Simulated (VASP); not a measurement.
Input of a VASP 6.6.1 run:

INCAR

```
  ALGO = Normal
  EDIFF = 1E-6
  ENCUT = 600
  GGA = LIBXC
  GGA_COMPAT = False
  ISIF = 2
  ISMEAR = -1
  LASPH = True
  LCHARG = False
  LIBXC1 = GGA_X_B88
  LIBXC2 = GGA_C_PBE
  LREAL = False
  LWAVE = False
  NBANDS = 16
  NELM = 120
  PREC = Accurate
  SIGMA = 0.05
```

The input KPOINTS:

```
k-points
0
Gamma
  10 10 10
```

The input POSCAR:

```
CdO
1.0
    0.0000000000      2.3955803263      2.3955803263
    2.3955803263      0.0000000000      2.3955803263
    2.3955803263      2.3955803263      0.0000000000
Cd O
1 1
Direct
    0.0000000000      0.0000000000      0.0000000000
    0.5000000000      0.5000000000      0.5000000000
```

Potentials or basis: VASP PAW PBE potentials, release 64 (Cd, O).

Command:

```console
$ cat potpaw_PBE.64/Cd/POTCAR potpaw_PBE.64/O/POTCAR > POTCAR
$ mpirun -np 1 vasp_std > vasp.out
```

Question: Estimate the band gap on the k mesh.

Answer: Zero (bands 9 and 10 overlap by 0.53 eV).

Question: What does it give for the pressure?

Answer: -1.3 GPa.

Caveat: semilocal functionals underestimate gaps, and a narrow one can read as zero; the PAW data sets were made with another functional, which shifts forces and pressure a little.
